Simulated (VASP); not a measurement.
# ZnS (P6_3mc) in VASP: a series of runs

The runs below take ZnS through single point, with PBE.

Everything below comes from runs of VASP 6.6.1. Logs are shortened: lines on timing, memory, paths and dates and some standing lists are left out, and cuts for length are marked.

### Step 1. The cell of the first run

Symmetry: P6_3mc, No. 186, hexagonal system. The conventional cell has a = 3.799 Å, b = 3.799 Å, c = 5.685 Å, α = 90.00°, β = 90.00°, γ = 120.00°. Zn (site symmetry 3m) has 4 S at 2.13 to 2.31 Å within 2.8 Å. S (site symmetry 3m) has 4 Zn at 2.13 to 2.31 Å within 2.8 Å.

### Step 2. Single point, PBE (17.76 Å³/atom)

The input, INCAR:

```
ALGO = Normal
EDIFF = 1E-6
ENCUT = 520
GGA = PE
ISIF = 2
ISMEAR = 0
LASPH = T
LCHARG = F
LREAL = F
LWAVE = F
NBANDS = 26
NELM = 80
PREC = Accurate
SIGMA = 0.05
```

The input, KPOINTS:

```
k-points
0
Gamma
  9 9 6
```

The input, POSCAR:

```
ZnS
1.0
    3.7985747035      0.0000000000      0.0000000000
   -1.8992873517      3.2896621915      0.0000000000
    0.0000000000      0.0000000000      5.6853267588
Zn S
2 2
Direct
    0.3333333333      0.6666666667      0.0052003725
    0.6666666667      0.3333333333      0.5052003725
    0.3333333333      0.6666666667      0.3797996275
    0.6666666667      0.3333333333      0.8797996275
```

Potentials or basis: VASP PAW PBE potentials, release 64 (Zn, S).

On the command line:

```sh
$ cat potpaw_PBE.64/Zn/POTCAR potpaw_PBE.64/S/POTCAR > POTCAR
$ mpirun -np 1 vasp_std > vasp.out
```

OUTCAR:

```text
EDIFF = 1E-6
   ENCUT = 520
   GGA = PE
   ISIF = 2
   ISMEAR = 0
   LASPH = T
   LREAL = F
   NELM = 80
   PREC = Accurate

 ion  position               nearest neighbor table
   1  0.333  0.667  0.005-   3 2.13   4 2.31   4 2.31   4 2.31
   2  0.667  0.333  0.505-   4 2.13   3 2.31   3 2.31   3 2.31
   3  0.333  0.667  0.380-   1 2.13   2 2.31   2 2.31   2 2.31
   4  0.667  0.333  0.880-   2 2.13   1 2.31   1 2.31   1 2.31

  LATTYP: Found a hexagonal cell.
 ALAT       =     3.7985747035
 C/A-ratio  =     1.4967000000

  Lattice vectors:

 A1 = (   3.7985747035,   0.0000000000,   0.0000000000)
 A2 = (  -1.8992873517,   3.2896621915,   0.0000000000)
 A3 = (   0.0000000000,   0.0000000000,   5.6853267588)

Analysis of symmetry for initial positions (statically):
=====================================================================
 Subroutine PRICEL returns:
 Original cell was already a primitive cell.

 Routine SETGRP: Setting up the symmetry group for a
 hexagonal supercell.

 Subroutine GETGRP returns: Found 12 space group operations
 (whereof  6 operations were pure point group operations)
 out of a pool of 24 trial point group operations.

The static configuration has the point symmetry C_3v.
 The point group associated with its full space group is C_6v.

Analysis of symmetry for dynamics (positions and initial velocities):
=====================================================================
 Subroutine PRICEL returns:
 Original cell was already a primitive cell.

 Routine SETGRP: Setting up the symmetry group for a
 hexagonal supercell.

 Subroutine GETGRP returns: Found 12 space group operations
 (whereof  6 operations were pure point group operations)
 out of a pool of 24 trial point group operations.

The dynamic configuration has the point symmetry C_3v.
 The point group associated with its full space group is C_6v.

 Subroutine INISYM returns: Found 12 space group operations
 (whereof  6 operations are pure point group operations),
 and found     1 'primitive' translations

----------------------------------------------------------------------------------------

                                     Primitive cell

  volume of cell :      71.0440

  direct lattice vectors                    reciprocal lattice vectors
     3.798574703  0.000000000  0.000000000     0.263256637  0.151991290  0.000000000
[... 82 lines left out ...]
   ISTART =      0    job   : 0-new  1-cont  2-samecut
   ICHARG =      2    charge: 1-file 2-atom 10-const
   ISPIN  =      1    spin polarized calculation?
   LNONCOLLINEAR =      F non collinear calculations
   LSORBIT =      F    spin-orbit coupling
   LASPH  =      T    aspherical Exc in radial PAW
   ENCUT  =  520.0 eV  38.22 Ry    6.18 a.u.   7.06  7.06 10.57*2*pi/ulx,y,z
   NELM   =     80;   NELMIN=  2; NELMDL= -5     # of ELM steps
   EDIFF  = 0.1E-05   stopping-criterion for ELM
   LREAL  =      F    real-space projection
   EDIFFG = 0.1E-04   stopping-criterion for IOM
   NSW    =      0    number of steps for IOM
   IBRION =     -1    ionic relax: 0-MD 1-quasi-New 2-CG
   NFREE  =      0    steps in history (QN), initial steepest desc. (CG)
   ISIF   =      2    stress and relaxation
   ISYM   =      2    0-nonsym 1-usesym 2-fastsym
   POTIM  = 0.5000    time-step for ionic-motion
   TEBEG  =    0.0;   TEEND  =   0.0 temperature during run
   PSTRESS=    0.0 pullay stress
   NELECT =      36.0000    total number of electrons
   NUPDOWN=      -1.0000    fix difference up-down
   EMIN   =  10.00;   EMAX   =-10.00  energy-range for DOS
   EFERMI =   0.00;   METHOD = LEGACY
   ISMEAR =     0;   SIGMA  =   0.05  broadening in eV -4-tet -1-fermi 0-gaus
   EFERMI_NEDOS =   21; number of points for ismear=-14 and -15
   IALGO  =     38    algorithm
   IMIX   =      4    mixing-type and parameters
     AMIX     =   0.40;   BMIX     =  1.00
     AMIX_MAG =   1.60;   BMIX_MAG =  1.00
  volume/ion in A,a.u.               =      17.76       119.86
  Fermi-wavevector in a.u.,A,eV,Ry     =   1.305168  2.466411 23.177040  1.703464
  Thomas-Fermi vector in A             =   2.436055
   LORBIT       =      0    0 simple, 1 ext, 2 COOP (PROOUT), +10 PAW based schemes
   GGA     = PE    functional components
   LHFCALC =     F    Hartree Fock is set to
   AEXX    =    0.0000 exact exchange contribution
   IVDW    =     0    specifies the selected vdW correction
   LEPSILON=     F    determine dielectric tensor
   LRPA    =     F    only Hartree local field effects (RPA)
 non-spin polarized calculation
 Gauss-broadening in eV      SIGMA  =   0.05
  energy-cutoff  :      520.00
  volume of cell :       71.04
 maximum number of plane-waves:      1935
   NGX = 15   NGY = 15   NGZ = 21

 number of electron      35.9999976 magnetization

 Free energy of the ion-electron system (eV)
  ---------------------------------------------------
  ext. energy  EPLUGINS =         0.00000000
  ---------------------------------------------------
  free energy    TOTEN  =       -13.08197313 eV

  energy without entropy =      -13.08197313  energy(sigma->0) =      -13.08197313

 E-fermi :   3.4352     XC(G=0): -10.1160

 val. band max:        3.2295335153   @ k =   0.0000   0.0000   0.0000
 cond. band min:       5.7136621382   @ k =   0.0000   0.0000   0.0000
 fundamental gap:      2.4841286229
 Fermi energy:         3.4351981106

 k-point     1 :       0.0000    0.0000    0.0000
  band No.  band energies     occupation
      1     -10.8203      2.00000
      2      -9.4335      2.00000
      3      -3.7318      2.00000
      4      -3.6231      2.00000
      5      -3.6231      2.00000
      6      -3.4846      2.00000
[... 685 lines left out ...]
     25      13.2965      0.00000
     26      13.6356      0.00000

 [... further k-points ...]
[... 5 lines left out ...]
  --------------------------------------------------------------------------------------
  -------------------------------------------------------------------------------------
  Total        2.8531253      2.8531253     12.4000522      0.0000000      0.0000000      0.0000000
  in kB       64.3434034     64.3434034    279.6447619      0.0000000      0.0000000      0.0000000
  external PRESSURE =     136.1105229 kB  Pullay stress =       0.0000000 kB

 VOLUME and BASIS-vectors are now :
 -----------------------------------------------------------------------------
  energy-cutoff  :      520.00
  volume of cell :       71.04
      direct lattice vectors                 reciprocal lattice vectors
     3.798574703  0.000000000  0.000000000     0.263256637  0.151991290  0.000000000
    -1.899287352  3.289662192  0.000000000     0.000000000  0.303982580  0.000000000
     0.000000000  0.000000000  5.685326759     0.000000000  0.000000000  0.175891385

 POSITION                                       TOTAL-FORCE (eV/Angst)
 -----------------------------------------------------------------------------------
     -0.00000      2.19311      0.02957        -0.000000     -0.000000     -1.342138
      1.89929      1.09655      2.87223        -0.000000      0.000000     -1.342138
     -0.00000      2.19311      2.15928         0.000000      0.000000      1.342138
      1.89929      1.09655      5.00195         0.000000      0.000000      1.342138
 -----------------------------------------------------------------------------------
    total drift:                               -0.000000     -0.000000     -0.001483

  FREE ENERGIE OF THE ION-ELECTRON SYSTEM (eV)
  ---------------------------------------------------
  free  energy   TOTEN  =       -13.0819731262 eV

  energy  without entropy=      -13.0819731262  energy(sigma->0) =      -13.08197313
```

OSZICAR:

```text
N       E                     dE             d eps       ncg     rms          rms(c)
DAV:   1     0.248654517452E+03    0.24865E+03   -0.17145E+04  2496   0.172E+03
DAV:   2     0.105377605184E+02   -0.23812E+03   -0.22826E+03  2544   0.359E+02
DAV:   3    -0.134338797078E+02   -0.23972E+02   -0.23741E+02  3058   0.113E+02
DAV:   4    -0.140029566325E+02   -0.56908E+00   -0.56789E+00  2866   0.174E+01
DAV:   5    -0.140116919934E+02   -0.87354E-02   -0.87324E-02  3066   0.215E+00    0.124E+01
DAV:   6    -0.131023931309E+02    0.90930E+00   -0.17411E+00  3692   0.403E+01    0.923E+00
DAV:   7    -0.130936997265E+02    0.86934E-02   -0.15885E+00  2634   0.758E+00    0.383E+00
DAV:   8    -0.130829110377E+02    0.10789E-01   -0.40652E-02  2736   0.140E+00    0.127E+00
DAV:   9    -0.130816768821E+02    0.12342E-02   -0.15059E-02  3226   0.107E+00    0.279E-01
DAV:  10    -0.130817835707E+02   -0.10669E-03   -0.66314E-04  3022   0.341E-01    0.115E-01
DAV:  11    -0.130819697722E+02   -0.18620E-03   -0.25441E-04  2628   0.170E-01    0.625E-02
DAV:  12    -0.130819697795E+02   -0.72951E-08   -0.39770E-05  3090   0.116E-01    0.766E-03
DAV:  13    -0.130819720174E+02   -0.22378E-05   -0.61759E-06  2646   0.201E-02    0.751E-03
DAV:  14    -0.130819731989E+02   -0.11815E-05   -0.21223E-06  2370   0.820E-03    0.245E-03
DAV:  15    -0.130819731262E+02    0.72652E-07   -0.88370E-08  1414   0.533E-03
   1 F= -.13081973E+02 E0= -.13081973E+02  d E =-.260529E-11
```

stdout:

```text
POSCAR found type information on POSCAR ZnS
 POSCAR found :  2 types and       4 ions
 scaLAPACK will be used
 LDA part: xc-table for (Slater+PW92), standard interpolation
 POSCAR, INCAR and KPOINTS ok, starting setup
 FFT: planning ... GRIDC
 FFT: planning ... GRID_SOFT
 FFT: planning ... GRID
 WAVECAR not read
 entering main loop
```

It took 1.8 min on 1 thread of Intel Xeon 8259CL, shared host; peak memory 0.22 GiB.

Results:

- Free energy: -13.0820 eV
- Pressure: 13.6 GPa
- Largest force: 1.342 eV/Å
- Band gap on the k mesh: 2.48 eV

Forces on the atoms (eV/Å):
```
Zn   0.000  0.000 -1.342
Zn   0.000  0.000 -1.342
S    0.000  0.000  1.342
S    0.000  0.000  1.342
```

Stress tensor (GPa, compression positive):
```
 6.43  0.00  0.00
 0.00  6.43  0.00
 0.00  0.00 27.96
```

Caveat: the cell stands under pressure; an odd mesh through Γ misses points on the zone boundary, where band edges can lie; forces of over 1 eV/Å act on the atoms, so gaps and moduli don't describe the material at rest.

(Continued in part 2 of 2.)
